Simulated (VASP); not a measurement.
Here is a VASP 6.6.1 calculation.

File POSCAR:

```
TiTe2
1.0
    3.8118656130      0.0000000000      0.0000000000
   -1.9059328065      3.3011724566      0.0000000000
    0.0000000000      0.0000000000      7.0617525028
Ti Te
1 2
Direct
    0.0000000000      0.0000000000      0.0000000000
    0.6666666667      0.3333333333      0.2403637601
    0.3333333333      0.6666666667      0.7596362399
```

INCAR.step1

```
SYSTEM = TiTe2
PREC = Accurate
ENCUT = 520
ISMEAR = 0
SIGMA = 0.1
LREAL = .FALSE.
LASPH = .TRUE.
NELM = 60
NBANDS = 19
GGA = PE
ALGO = Normal
EDIFF = 1E-4
LWAVE = .TRUE.
LCHARG = .FALSE.
```

INCAR.step2

```
SYSTEM = TiTe2
PREC = Accurate
ENCUT = 520
EDIFF = 1E-6
ISMEAR = 0
SIGMA = 0.1
LREAL = .FALSE.
LASPH = .TRUE.
NELM = 60
ALGO = Normal
ISIF = 2
LWAVE = .FALSE.
LCHARG = .TRUE.
METAGGA = R2SCAN
LMIXTAU = .TRUE.
LELF = .TRUE.
LVHAR = .TRUE.
NBANDS = 19
ISTART = 1
```

KPOINTS

```
regular mesh
0
G
  12 12 8
  0 0 0
```

Potentials or basis: VASP PAW PBE potentials, release 64 (Ti_sv, Te).

Run with:

```console
$ cat potpaw_PBE.64/Ti_sv/POTCAR potpaw_PBE.64/Te/POTCAR > POTCAR
$ cp INCAR.step1 INCAR
$ mpirun -np 1 vasp_std > vasp.out
$ cp INCAR.step2 INCAR
$ mpirun -np 1 vasp_std > vasp.out
```

Question: What does it give for the pressure?

Answer: -0.3 GPa.

Question: What does it give for the largest force?

Answer: 0.025 eV/Å.

Question: What does it give for the band gap on the k mesh?

Answer: Zero (bands 12 and 13 overlap by 0.50 eV).

Forces on the atoms (eV/Å):
```
Ti   0.000  0.000  0.000
Te   0.000  0.000  0.025
Te   0.000  0.000 -0.025
```

Caveat: the PAW data sets were made with another functional, which shifts forces and pressure a little; spin-orbit coupling is left out, which moves the levels of the heavy elements.
